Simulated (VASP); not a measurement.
# GaN (F-43m) in VASP: single point with PBEsol

Aim: the single point of GaN with PBEsol.

All numbers are computed with VASP 6.6.1; they aren't measurements. Logs are shortened: lines on timing, memory, paths and dates and some standing lists are left out, and cuts for length are marked.

## 1. The cell of the first run

Symmetry: F-43m, No. 216, cubic system. Conventional cell: a = 4.498 Å, b = 4.498 Å, c = 4.498 Å, α = 90.00°, β = 90.00°, γ = 90.00°. Within 2.6 Å of Ga (site symmetry -43m) lie 4 N at 1.95 Å. Within 2.6 Å of N (site symmetry -43m) lie 4 Ga at 1.95 Å.

## 2. Single point, PBEsol

INCAR reads:

```
ALGO = Normal
EDIFF = 1E-6
ENCUT = 520
GGA = PS
ISIF = 2
ISMEAR = 0
LASPH = True
LCHARG = True
LELF = True
LREAL = False
LVHAR = True
LWAVE = False
NBANDS = 26
NELM = 60
PREC = Accurate
SIGMA = 0.05
```

KPOINTS reads:

```
k-points
0
Gamma
  8 8 6
```

POSCAR reads:

```
GaN
1.0
    0.0000000000     -2.2490913701     -2.2490913701
    0.0000000000      2.2490913701     -2.2490913701
    4.4981827401      0.0000000000      0.0000000000
Ga N
2 2
Direct
    0.5000000000      0.5000000000      0.5000000000
    0.0000000000      0.0000000000      0.0000000000
    0.0000000000      0.5000000000      0.2500000000
    0.5000000000      0.0000000000      0.7500000000
```

Potentials or basis: VASP PAW PBE potentials, release 64 (Ga_d, N).

Launch:

```sh
> cat potpaw_PBE.64/Ga_d/POTCAR potpaw_PBE.64/N/POTCAR > POTCAR
> mpirun -np 1 vasp_std > vasp.out
```

OUTCAR:

```text
EDIFF = 1E-6
   ENCUT = 520
   GGA = PS
   ISIF = 2
   ISMEAR = 0
   LASPH = True
   LREAL = False
   NELM = 60
   PREC = Accurate

 ion  position               nearest neighbor table
   1  0.500  0.500  0.500-   3 1.95   4 1.95   4 1.95   3 1.95
   2  0.000  0.000  0.000-   3 1.95   4 1.95   3 1.95   4 1.95
   3  0.000  0.500  0.250-   1 1.95   2 1.95   2 1.95   1 1.95
   4  0.500  0.000  0.750-   1 1.95   2 1.95   1 1.95   2 1.95

  LATTYP: Found a simple tetragonal cell.
 ALAT       =     3.1806955186
 C/A-ratio  =     1.4142135623

  Lattice vectors:

 A1 = (   0.0000000000,  -2.2490913701,  -2.2490913701)
 A2 = (   0.0000000000,   2.2490913701,  -2.2490913701)
 A3 = (   4.4981827401,   0.0000000000,   0.0000000000)

Analysis of symmetry for initial positions (statically):
=====================================================================
 Subroutine PRICEL returns following result:

  LATTYP: Found a face centered cubic cell.
 ALAT       =     4.4981827401

  Lattice vectors:

 A1 = (  -2.2490913700,   0.0000000000,   2.2490913701)
 A2 = (  -2.2490913701,  -2.2490913701,   0.0000000000)
 A3 = (   0.0000000000,  -2.2490913701,   2.2490913701)

   2 primitive cells build up your supercell.

 Routine SETGRP: Setting up the symmetry group for a
 simple tetragonal supercell.

 Subroutine GETGRP returns: Found  8 space group operations
 (whereof  8 operations were pure point group operations)
 out of a pool of 16 trial point group operations.

The static configuration has the point symmetry D_2d.

Analysis of symmetry for dynamics (positions and initial velocities):
=====================================================================
 Subroutine PRICEL returns following result:

  LATTYP: Found a face centered cubic cell.
 ALAT       =     4.4981827401

  Lattice vectors:

 A1 = (  -2.2490913700,   0.0000000000,   2.2490913701)
 A2 = (  -2.2490913701,  -2.2490913701,   0.0000000000)
 A3 = (   0.0000000000,  -2.2490913701,   2.2490913701)

   2 primitive cells build up your supercell.

 Routine SETGRP: Setting up the symmetry group for a
 simple tetragonal supercell.

 Subroutine GETGRP returns: Found  8 space group operations
 (whereof  8 operations were pure point group operations)
 out of a pool of 16 trial point group operations.

The dynamic configuration has the point symmetry D_2d.

 Subroutine INISYM returns: Found  8 space group operations
 (whereof  8 operations are pure point group operations),
 and found     2 'primitive' translations

----------------------------------------------------------------------------------------

                                     Primitive cell

  volume of cell :      22.7537

  direct lattice vectors                    reciprocal lattice vectors
    -2.249091370  0.000000000  2.249091370    -0.222312000  0.222312000  0.222312000
    -2.249091370 -2.249091370  0.000000000    -0.222312000 -0.222312000 -0.222312000
     0.000000000 -2.249091370  2.249091370     0.222312000 -0.222312000  0.222312000

  length of vectors
     3.180695519  3.180695519  3.180695519     0.385055679  0.385055679  0.385055679

  position of ions in fractional coordinates (direct lattice)
     0.000000000  1.000000000  0.000000000
     0.750000000  0.750000000  0.750000000

  ion indices of the primitive-cell ions
   primitive index   ion index
                 1           1
                 2           3

----------------------------------------------------------------------------------------

 KPOINTS: k-points

Automatic generation of k-mesh.
 Grid dimensions read from file:
 generate k-points for:    8    8    6

 Generating k-lattice:

  Cartesian coordinates                     Fractional coordinates (reciprocal lattice)
     0.000000000 -0.027789000 -0.027789000     0.125000000  0.000000000  0.000000000
     0.000000000  0.027789000 -0.027789000     0.000000000  0.125000000  0.000000000
     0.037052000  0.000000000  0.000000000     0.000000000  0.000000000  0.166666667

  Length of vectors
     0.039299581  0.039299581  0.037052000

  Shift w.r.t. Gamma in fractional coordinates (k-lattice)
     0.000000000  0.000000000  0.000000000

 Subroutine IBZKPT returns following result:
 ===========================================

 Found     60 irreducible k-points:

 Following reciprocal coordinates:
            Coordinates               Weight
  0.000000  0.000000  0.000000      1.000000
  0.125000  0.000000  0.000000      4.000000
  0.250000  0.000000  0.000000      4.000000
  0.375000  0.000000  0.000000      4.000000
  0.500000  0.000000  0.000000      2.000000
  0.125000  0.125000  0.000000      4.000000
[... 16 lines left out ...]
  0.375000  0.125000  0.166667     16.000000
  0.500000  0.125000  0.166667      8.000000
 [... further k-points ...]
   k-points           NKPTS =     60   k-points in BZ     NKDIM =     60   number of bands    NBANDS=     26
   number of dos      NEDOS =    301   number of ions     NIONS =      4
   total plane-waves  NPLWV =  20736
   dimension x,y,z NGX =    24 NGY =   24 NGZ =   36
   dimension x,y,z NGXF=    48 NGYF=   48 NGZF=   72
   ions per type =               2   2
   NGX,Y,Z   is equivalent  to a cutoff of  12.54, 12.54, 13.31 a.u.
   NGXF,Y,Z  is equivalent  to a cutoff of  25.09, 25.09, 26.61 a.u.
 SYSTEM =  unknown system
   PREC   = accura    normal or accurate (medium, high low for compatibility)
   ISTART =      0    job   : 0-new  1-cont  2-samecut
   ICHARG =      2    charge: 1-file 2-atom 10-const
   ISPIN  =      1    spin polarized calculation?
   LNONCOLLINEAR =      F non collinear calculations
   LSORBIT =      F    spin-orbit coupling
   LASPH  =      T    aspherical Exc in radial PAW
   ENCUT  =  520.0 eV  38.22 Ry    6.18 a.u.   5.91  5.91  8.36*2*pi/ulx,y,z
   NELM   =     60;   NELMIN=  2; NELMDL= -5     # of ELM steps
   EDIFF  = 0.1E-05   stopping-criterion for ELM
   LREAL  =      F    real-space projection
   EDIFFG = 0.1E-04   stopping-criterion for IOM
   NSW    =      0    number of steps for IOM
   IBRION =     -1    ionic relax: 0-MD 1-quasi-New 2-CG
   NFREE  =      0    steps in history (QN), initial steepest desc. (CG)
   ISIF   =      2    stress and relaxation
   ISYM   =      2    0-nonsym 1-usesym 2-fastsym
   POTIM  = 0.5000    time-step for ionic-motion
   TEBEG  =    0.0;   TEEND  =   0.0 temperature during run
   PSTRESS=    0.0 pullay stress
   NELECT =      36.0000    total number of electrons
   NUPDOWN=      -1.0000    fix difference up-down
   EMIN   =  10.00;   EMAX   =-10.00  energy-range for DOS
   EFERMI =   0.00;   METHOD = LEGACY
   ISMEAR =     0;   SIGMA  =   0.05  broadening in eV -4-tet -1-fermi 0-gaus
   EFERMI_NEDOS =   21; number of points for ismear=-14 and -15
   IALGO  =     38    algorithm
   IMIX   =      4    mixing-type and parameters
     AMIX     =   0.40;   BMIX     =  1.00
     AMIX_MAG =   1.60;   BMIX_MAG =  1.00
  volume/ion in A,a.u.               =      11.38        76.77
  Fermi-wavevector in a.u.,A,eV,Ry     =   1.514079  2.861195 31.190479  2.292436
  Thomas-Fermi vector in A             =   2.623785
   LORBIT       =      0    0 simple, 1 ext, 2 COOP (PROOUT), +10 PAW based schemes
   GGA     = PS    functional components
   LHFCALC =     F    Hartree Fock is set to
   AEXX    =    0.0000 exact exchange contribution
   IVDW    =     0    specifies the selected vdW correction
   LEPSILON=     F    determine dielectric tensor
   LRPA    =     F    only Hartree local field effects (RPA)
 non-spin polarized calculation
 Gauss-broadening in eV      SIGMA  =   0.05
  energy-cutoff  :      520.00
  volume of cell :       45.51
 maximum number of plane-waves:      1240
 NGX is ok and might be reduce to    24
   NGX = 11   NGY = 11   NGZ = 17

 number of electron      35.9999978 magnetization

 Free energy of the ion-electron system (eV)
  ---------------------------------------------------
  ext. energy  EPLUGINS =         0.00000000
  ---------------------------------------------------
  free energy    TOTEN  =       -26.24478924 eV

  energy without entropy =      -26.24478924  energy(sigma->0) =      -26.24478924

 E-fermi :   5.5159     XC(G=0): -11.9335

 val. band max:        5.2140307787   @ k =   0.0000   0.0000   0.0000
 cond. band min:       6.9343056195   @ k =   0.0000   0.0000   0.0000
 fundamental gap:      1.7202748408
 Fermi energy:         5.5159251672

 k-point     1 :       0.0000    0.0000    0.0000
  band No.  band energies     occupation
      1     -10.7688      2.00000
      2      -9.6244      2.00000
      3      -8.1951      2.00000
      4      -8.1951      2.00000
      5      -8.1951      2.00000
      6      -8.1122      2.00000
[... 18 lines left out ...]
     25      16.8306      0.00000
     26      19.1538      0.00000

 k-point     2 :       0.1250    0.0000    0.0000
  band No.  band energies     occupation
      1     -10.6498      2.00000
      2      -9.6248      2.00000
      3      -8.1827      2.00000
      4      -8.1764      2.00000
      5      -8.1585      2.00000
      6      -8.0965      2.00000
[... 18 lines left out ...]
     25      16.6942      0.00000
     26      18.8098      0.00000

 k-point     3 :       0.2500    0.0000    0.0000
  band No.  band energies     occupation
      1     -10.3467      2.00000
      2      -9.6359      2.00000
      3      -8.1482      2.00000
      4      -8.1380      2.00000
      5      -8.0781      2.00000
      6      -8.0101      2.00000
[... 572 lines left out ...]
 k-point    23 :       0.3750    0.1250    0.1667
  band No.  band energies     occupation
      1      -9.9300      2.00000
      2      -9.6821      2.00000
      3      -8.1008      2.00000
      4      -8.0809      2.00000
      5      -8.0699      2.00000
      6      -8.0095      2.00000
[... 18 lines left out ...]
     25      16.5797      0.00000
     26      17.0949      0.00000

 k-point    24 :       0.5000    0.1250    0.1667
  band No.  band energies     occupation
      1      -9.7618      2.00000
      2      -9.7618      2.00000
      3      -8.0873      2.00000
      4      -8.0873      2.00000
      5      -8.0396      2.00000
      6      -8.0396      2.00000
[... 18 lines left out ...]
     25      16.8172      0.00000
     26      16.8172      0.00000

 [... further k-points ...]

------------------------ aborting loop because EDIFF is reached ----------------------------------------

  FORCE on cell =-STRESS in cart. coord.  units (eV):
  Direction    XX          YY          ZZ          XY          YZ          ZX
  --------------------------------------------------------------------------------------
  -------------------------------------------------------------------------------------
  Total       -0.0517087     -0.0493664     -0.0493664      0.0000000      0.0000000     -0.0000000
  in kB       -1.8205080     -1.7380431     -1.7380431      0.0000000      0.0000000     -0.0000000
  external PRESSURE =      -1.7655314 kB  Pullay stress =       0.0000000 kB

 VOLUME and BASIS-vectors are now :
 -----------------------------------------------------------------------------
  energy-cutoff  :      520.00
  volume of cell :       45.51
      direct lattice vectors                 reciprocal lattice vectors
     0.000000000 -2.249091370 -2.249091370     0.000000000 -0.222312000 -0.222312000
     0.000000000  2.249091370 -2.249091370     0.000000000  0.222312000 -0.222312000
     4.498182740  0.000000000  0.000000000     0.222312000  0.000000000  0.000000000

 POSITION                                       TOTAL-FORCE (eV/Angst)
 -----------------------------------------------------------------------------------
      2.24909      0.00000     -2.24909         0.000000      0.000000      0.000000
      0.00000      0.00000      0.00000        -0.000000     -0.000000     -0.000000
      1.12455      1.12455     -1.12455        -0.000000      0.000000      0.000000
      3.37364     -1.12455     -1.12455        -0.000000      0.000000      0.000000
 -----------------------------------------------------------------------------------
    total drift:                               -0.000000      0.000000     -0.000000

  FREE ENERGIE OF THE ION-ELECTRON SYSTEM (eV)
  ---------------------------------------------------
  free  energy   TOTEN  =       -26.2447892373 eV

  energy  without entropy=      -26.2447892373  energy(sigma->0) =      -26.24478924
```

It took 29 s on 1 thread of AMD EPYC 9R45 (Zen 5), shared host; peak memory 0.16 GiB.

Results:

| Item | Value |
| --- | --- |
| Free energy | -26.2448 eV |
| Pressure | -0.2 GPa |
| Band gap on the k mesh | 1.72 eV |

Caveat: the PAW data sets were made with another functional, which shifts forces and pressure a little.
